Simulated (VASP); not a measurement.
A run of VASP 6.6.1:

The input INCAR:

```
SYSTEM = Al2Zn
PREC = Accurate
ENCUT = 520
EDIFF = 1E-6
ISMEAR = 0
SIGMA = 0.15
LREAL = .FALSE.
LASPH = .TRUE.
NELM = 60
ALGO = Normal
ISIF = 2
LWAVE = .FALSE.
LCHARG = .TRUE.
GGA = PS
LELF = .TRUE.
LVHAR = .TRUE.
NBANDS = 16
```

Contents of KPOINTS:

```
regular mesh
0
G
  18 18 6
  0 0 0
```

POSCAR

```
Al2Zn
1.0
    2.5842198696      0.0000000000      0.0000000000
   -1.2921099348      2.2380000560      0.0000000000
    0.0000000000      0.0000000000      6.7936556153
Al Zn
2 1
Direct
    0.3333333333      0.6666666667      0.3290843613
    0.6666666667      0.3333333333      0.6709156387
    0.0000000000      0.0000000000      0.0000000000
```

Potentials or basis: VASP PAW PBE potentials, release 64 (Al, Zn).

Launch:

```console
$ cat potpaw_PBE.64/Al/POTCAR potpaw_PBE.64/Zn/POTCAR > POTCAR
$ mpirun -np 1 vasp_std > vasp.out
```

Hardware: 1 thread of Intel(R) Xeon(R) Platinum 8259CL CPU @ 2.50GHz (Skylake/Cascade Lake), on a shared host.

Task: How long does it take, and how much memory?

Result: It took 88 s on 1 thread of Intel(R) Xeon(R) Platinum 8259CL CPU @ 2.50GHz (Skylake/Cascade Lake), with other jobs on the host, peak memory 0.25 GiB. Counts: scf iterations 13, k points 202.
